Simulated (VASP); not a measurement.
Input of a VASP 6.6.1 run:

File POSCAR:

```
Mo
1.0
   -1.6181300000      1.6181300000      1.6181300000
    1.6181300000     -1.6181300000      1.6181300000
    1.6181300000      1.6181300000     -1.6181300000
Mo
1
Direct
    0.0000000000      0.0000000000      0.0000000000
```

Contents of INCAR.step1:

```
PREC = Accurate
ENCUT = 520
ISMEAR = 0
SIGMA = 0.15
LREAL = False
LASPH = True
NELM = 80
NBANDS = 13
GGA = PE
ALGO = Normal
EDIFF = 1E-4
LWAVE = True
LCHARG = False
```

File INCAR.step2:

```
PREC = Accurate
ENCUT = 520
EDIFF = 1E-6
ISMEAR = 0
SIGMA = 0.15
LREAL = False
LASPH = True
NELM = 80
ALGO = Normal
ISIF = 2
LWAVE = False
LCHARG = False
METAGGA = R2SCAN
LMIXTAU = True
NBANDS = 13
ISTART = 1
```

Contents of KPOINTS:

```
regular mesh
0
Gamma
  22 22 22
```

Potentials or basis: VASP PAW PBE potentials, release 64 (Mo_sv).

Launch:

```sh
$ cat potpaw_PBE.64/Mo_sv/POTCAR > POTCAR
$ cp INCAR.step1 INCAR
$ mpirun -np 1 vasp_std > vasp.out
$ cp INCAR.step2 INCAR
$ mpirun -np 1 vasp_std > vasp.out
```

Question: What does it give for the pressure?

Answer: -17.6 GPa.

Question: Predict the band gap on the k mesh.

Answer: Zero (band 7 reaches 14.97 eV, above the bottom of band 8 at 10.01 eV).

Caveat: the cell differs from its parent crystal (strain +0.030 along x and y, +0.030 along z); the PAW data sets were made with another functional, which shifts forces and pressure a little.
